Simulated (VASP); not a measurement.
# Rb (Im-3m) in VASP: further runs

The runs below take Rb through single point, relaxation of volume and atoms at fixed shape, with PBEsol.

Everything below comes from runs of VASP 6.6.1. Logs are shortened: lines on timing, memory, paths and dates and some standing lists are left out, and cuts for length are marked.

### 1 The cell of the first run

Symmetry: Im-3m, No. 229, cubic system. Conventional cell: a = 5.605 Å, b = 5.605 Å, c = 5.605 Å, α = 90.00°, β = 90.00°, γ = 90.00°.

### 2 Single point, PBEsol

The input, INCAR:

```
SYSTEM = Rb
PREC = Accurate
ENCUT = 520
EDIFF = 1E-6
ISMEAR = -1
SIGMA = 0.05
LREAL = .FALSE.
LASPH = .TRUE.
NELM = 80
ALGO = Normal
ISIF = 2
LWAVE = .FALSE.
LCHARG = .TRUE.
GGA = PS
LELF = .TRUE.
LVHAR = .TRUE.
NBANDS = 10
```

The input, KPOINTS:

```
Automatic mesh
0
G
  6 6 6
  0 0 0
```

The input, POSCAR:

```
Rb
1.0
   -2.8025000000      2.8025000000      2.8025000000
    2.8025000000     -2.8025000000      2.8025000000
    2.8025000000      2.8025000000     -2.8025000000
Rb
1
Direct
    0.0000000000      0.0000000000      0.0000000000
```

Potentials or basis: VASP PAW PBE potentials, release 64 (Rb_sv).

Command:

```sh
$ cat potpaw_PBE.64/Rb_sv/POTCAR > POTCAR
$ mpirun -np 1 vasp_std > vasp.out
```

OUTCAR:

```text
SYSTEM = Rb
   PREC = Accurate
   ENCUT = 520
   EDIFF = 1E-6
   ISMEAR = -1
   LREAL = .FALSE.
   LASPH = .TRUE.
   NELM = 80
   ISIF = 2
   GGA = PS

 ion  position               nearest neighbor table
   1  0.000  0.000  0.000-

  LATTYP: Found a body centered cubic cell.
 ALAT       =     5.6050000000

  Lattice vectors:

 A1 = (  -2.8025000000,   2.8025000000,   2.8025000000)
 A2 = (   2.8025000000,  -2.8025000000,   2.8025000000)
 A3 = (   2.8025000000,   2.8025000000,  -2.8025000000)

Analysis of symmetry for initial positions (statically):
=====================================================================
 Subroutine PRICEL returns:
 Original cell was already a primitive cell.

 Routine SETGRP: Setting up the symmetry group for a
 body centered cubic supercell.

 Subroutine GETGRP returns: Found 48 space group operations
 (whereof 48 operations were pure point group operations)
 out of a pool of 48 trial point group operations.

The static configuration has the point symmetry O_h .

Analysis of symmetry for dynamics (positions and initial velocities):
=====================================================================
 Subroutine PRICEL returns:
 Original cell was already a primitive cell.

 Routine SETGRP: Setting up the symmetry group for a
 body centered cubic supercell.

 Subroutine GETGRP returns: Found 48 space group operations
 (whereof 48 operations were pure point group operations)
 out of a pool of 48 trial point group operations.

The dynamic configuration has the point symmetry O_h .

 Subroutine INISYM returns: Found 48 space group operations
 (whereof 48 operations are pure point group operations),
 and found     1 'primitive' translations

----------------------------------------------------------------------------------------

                                     Primitive cell

  volume of cell :      88.0434

  direct lattice vectors                    reciprocal lattice vectors
    -2.802500000  2.802500000  2.802500000     0.000000000  0.178412132  0.178412132
     2.802500000 -2.802500000  2.802500000     0.178412132  0.000000000  0.178412132
     2.802500000  2.802500000 -2.802500000     0.178412132  0.178412132  0.000000000

  length of vectors
     4.854072388  4.854072388  4.854072388     0.252312857  0.252312857  0.252312857

  position of ions in fractional coordinates (direct lattice)
     0.000000000  0.000000000  0.000000000

  ion indices of the primitive-cell ions
   primitive index   ion index
                 1           1

----------------------------------------------------------------------------------------

 KPOINTS: Automatic mesh

Automatic generation of k-mesh.
 Grid dimensions read from file:
 generate k-points for:    6    6    6

 Generating k-lattice:

  Cartesian coordinates                     Fractional coordinates (reciprocal lattice)
     0.000000000  0.029735355  0.029735355     0.166666667  0.000000000  0.000000000
     0.029735355  0.000000000  0.029735355     0.000000000  0.166666667  0.000000000
     0.029735355  0.029735355  0.000000000     0.000000000  0.000000000  0.166666667

  Length of vectors
     0.042052143  0.042052143  0.042052143

  Shift w.r.t. Gamma in fractional coordinates (k-lattice)
     0.000000000  0.000000000  0.000000000

 Subroutine IBZKPT returns following result:
 ===========================================

 Found     16 irreducible k-points:

 Following reciprocal coordinates:
            Coordinates               Weight
  0.000000  0.000000  0.000000      1.000000
  0.166667  0.000000  0.000000     12.000000
  0.333333  0.000000  0.000000     12.000000
  0.500000  0.000000  0.000000      6.000000
  0.166667  0.166667  0.000000     24.000000
  0.333333  0.166667 -0.000000     48.000000
[... 8 lines left out ...]
  0.500000  0.500000  0.333333     12.000000
  0.500000  0.500000  0.500000      1.000000
   k-points           NKPTS =     16   k-points in BZ     NKDIM =     16   number of bands    NBANDS=     10
   number of dos      NEDOS =    301   number of ions     NIONS =      1
   total plane-waves  NPLWV =  46656
   dimension x,y,z NGX =    36 NGY =   36 NGZ =   36
   dimension x,y,z NGXF=    72 NGYF=   72 NGZF=   72
   ions per type =               1
   NGX,Y,Z   is equivalent  to a cutoff of  12.33, 12.33, 12.33 a.u.
   NGXF,Y,Z  is equivalent  to a cutoff of  24.66, 24.66, 24.66 a.u.
 SYSTEM =  Rb
   PREC   = accura    normal or accurate (medium, high low for compatibility)
   ISTART =      0    job   : 0-new  1-cont  2-samecut
   ICHARG =      2    charge: 1-file 2-atom 10-const
   ISPIN  =      1    spin polarized calculation?
   LNONCOLLINEAR =      F non collinear calculations
   LSORBIT =      F    spin-orbit coupling
   LASPH  =      T    aspherical Exc in radial PAW
   ENCUT  =  520.0 eV  38.22 Ry    6.18 a.u.   9.03  9.03  9.03*2*pi/ulx,y,z
   NELM   =     80;   NELMIN=  2; NELMDL= -5     # of ELM steps
   EDIFF  = 0.1E-05   stopping-criterion for ELM
   LREAL  =      F    real-space projection
   EDIFFG = 0.1E-04   stopping-criterion for IOM
   NSW    =      0    number of steps for IOM
   IBRION =     -1    ionic relax: 0-MD 1-quasi-New 2-CG
   NFREE  =      0    steps in history (QN), initial steepest desc. (CG)
   ISIF   =      2    stress and relaxation
   ISYM   =      2    0-nonsym 1-usesym 2-fastsym
   POTIM  = 0.5000    time-step for ionic-motion
   TEBEG  =    0.0;   TEEND  =   0.0 temperature during run
   PSTRESS=    0.0 pullay stress
   NELECT =       9.0000    total number of electrons
   NUPDOWN=      -1.0000    fix difference up-down
   EMIN   =  10.00;   EMAX   =-10.00  energy-range for DOS
   EFERMI =   0.00;   METHOD = LEGACY
   ISMEAR =    -1;   SIGMA  =   0.05  broadening in eV -4-tet -1-fermi 0-gaus
   EFERMI_NEDOS =   21; number of points for ismear=-14 and -15
   IALGO  =     38    algorithm
   IMIX   =      4    mixing-type and parameters
     AMIX     =   0.40;   BMIX     =  1.00
     AMIX_MAG =   1.60;   BMIX_MAG =  1.00
  volume/ion in A,a.u.               =      88.04       594.15
  Fermi-wavevector in a.u.,A,eV,Ry     =   0.765462  1.446513  7.972081  0.585931
  Thomas-Fermi vector in A             =   1.865587
   LORBIT       =      0    0 simple, 1 ext, 2 COOP (PROOUT), +10 PAW based schemes
   GGA     = PS    functional components
   LHFCALC =     F    Hartree Fock is set to
   AEXX    =    0.0000 exact exchange contribution
   IVDW    =     0    specifies the selected vdW correction
   LEPSILON=     F    determine dielectric tensor
   LRPA    =     F    only Hartree local field effects (RPA)
 non-spin polarized calculation
  energy-cutoff  :      520.00
  volume of cell :       88.04
 maximum number of plane-waves:      2394
   NGX = 19   NGY = 19   NGZ = 19

 number of electron       9.0000000 magnetization

 Free energy of the ion-electron system (eV)
  ---------------------------------------------------
  ext. energy  EPLUGINS =         0.00000000
  ---------------------------------------------------
  free energy    TOTEN  =        -1.01548778 eV

  energy without entropy =       -0.99970467  energy(sigma->0) =       -1.00759623

 E-fermi :   0.0314     XC(G=0):  -5.6034

 val. band max:       -0.1856228761   @ k =   0.1667   0.1667   0.1667
 cond. band min:       0.0440395992   @ k =   0.3333   0.1667  -0.0000
 fundamental gap:      0.2296624754
 Fermi energy:         0.0314385895

 k-point     1 :       0.0000    0.0000    0.0000
  band No.  band energies     occupation
      1     -28.8185      2.00000
      2     -12.8621      2.00000
      3     -12.8621      2.00000
      4     -12.8621      2.00000
      5      -2.0001      2.00000
      6       3.7301      0.00000
      7       3.7301      0.00000
      8       3.7301      0.00000
      9       4.7006      0.00000
     10       4.7006      0.00000

 k-point     2 :       0.1667    0.0000    0.0000
  band No.  band energies     occupation
      1     -28.8173      2.00000
      2     -12.8898      2.00000
      3     -12.8711      2.00000
      4     -12.8621      2.00000
      5      -1.6669      2.00000
      6       3.1340      0.00000
      7       3.3404      0.00000
      8       4.0426      0.00000
      9       4.4291      0.00000
     10       4.6138      0.00000

 k-point     3 :       0.3333    0.0000    0.0000
  band No.  band energies     occupation
      1     -28.8148      2.00000
      2     -12.9438      2.00000
      3     -12.8891      2.00000
      4     -12.8621      2.00000
      5      -0.7581      2.00000
      6       1.8666      0.00000
      7       2.8130      0.00000
      8       4.5538      0.00000
      9       4.7226      0.00000
     10       4.9376      0.00000

 k-point     4 :       0.5000    0.0000    0.0000
  band No.  band energies     occupation
      1     -28.8136      2.00000
      2     -12.9703      2.00000
      3     -12.8981      2.00000
      4     -12.8622      2.00000
      5       0.2486      0.02565
      6       0.8230      0.00000
      7       2.6105      0.00000
      8       4.3506      0.00000
      9       5.2765      0.00000
     10       5.3369      0.00000
[... 118 lines left out ...]
 k-point    14 :      -0.3333    0.3333    0.3333
  band No.  band energies     occupation
      1     -28.8117      2.00000
      2     -12.9334      2.00000
      3     -12.9192      2.00000
      4     -12.9192      2.00000
      5       0.2897      0.01136
      6       1.7544      0.00000
      7       3.1169      0.00000
      8       3.1169      0.00000
      9       3.5207      0.00000
     10       5.2473      0.00000

 k-point    15 :       0.5000    0.5000    0.3333
  band No.  band energies     occupation
      1     -28.8106      2.00000
      2     -12.9472      2.00000
      3     -12.9291      2.00000
      4     -12.9204      2.00000
      5       1.1003      0.00000
      6       1.2243      0.00000
      7       2.6464      0.00000
      8       3.1534      0.00000
      9       3.8488      0.00000
     10       5.7441      0.00000

 k-point    16 :       0.5000    0.5000    0.5000
  band No.  band energies     occupation
      1     -28.8097      2.00000
      2     -12.9394      2.00000
      3     -12.9394      2.00000
      4     -12.9394      2.00000
      5       1.2627      0.00000
      6       1.2627      0.00000
      7       3.3460      0.00000
      8       3.3460      0.00000
      9       3.3460      0.00000
     10       4.9972      0.00000

------------------------ aborting loop because EDIFF is reached ----------------------------------------

  FORCE on cell =-STRESS in cart. coord.  units (eV):
  Direction    XX          YY          ZZ          XY          YZ          ZX
  --------------------------------------------------------------------------------------
  -------------------------------------------------------------------------------------
  Total       -0.0180076     -0.0180076     -0.0180076      0.0000000     -0.0000000     -0.0000000
  in kB       -0.3276941     -0.3276941     -0.3276941      0.0000000     -0.0000000     -0.0000000
  external PRESSURE =      -0.3276941 kB  Pullay stress =       0.0000000 kB

 VOLUME and BASIS-vectors are now :
 -----------------------------------------------------------------------------
  energy-cutoff  :      520.00
  volume of cell :       88.04
      direct lattice vectors                 reciprocal lattice vectors
    -2.802500000  2.802500000  2.802500000     0.000000000  0.178412132  0.178412132
     2.802500000 -2.802500000  2.802500000     0.178412132  0.000000000  0.178412132
     2.802500000  2.802500000 -2.802500000     0.178412132  0.178412132  0.000000000

 POSITION                                       TOTAL-FORCE (eV/Angst)
 -----------------------------------------------------------------------------------
      0.00000      0.00000      0.00000         0.000000      0.000000      0.000000
 -----------------------------------------------------------------------------------
    total drift:                               -0.000000      0.000000      0.000000

  FREE ENERGIE OF THE ION-ELECTRON SYSTEM (eV)
  ---------------------------------------------------
  free  energy   TOTEN  =        -1.0154877823 eV

  energy  without entropy=       -0.9997046747  energy(sigma->0) =       -1.00759623
```

Run time: 17 s. Hardware: 1 thread of Intel Xeon 8259CL, shared host; peak memory 0.2 GiB.

What came out:

| Property | Result |
| --- | --- |
| Free energy | -1.0155 eV |
| Pressure | 0.0 GPa |
| Band gap on the k mesh | zero (an odd number of electrons rules out a gap without spin polarisation) |

Levels at points of the mesh, in eV from the Fermi level:
| k point | band 2 | band 3 | band 4 | band 5 | band 6 | band 7 |
| --- | --- | --- | --- | --- | --- | --- |
| (0.00, 0.00, 0.00) | -12.89 | -12.89 | -12.89 | -2.03 | 3.70 | 3.70 |
| (0.50, 0.00, 0.00) | -13.00 | -12.93 | -12.89 | 0.22 | 0.79 | 2.58 |
| (0.50, 0.50, 0.50) | -12.97 | -12.97 | -12.97 | 1.23 | 1.23 | 3.31 |

Caveat: the PAW data sets were made with another functional, which shifts forces and pressure a little.

[end of part 1 of 2]
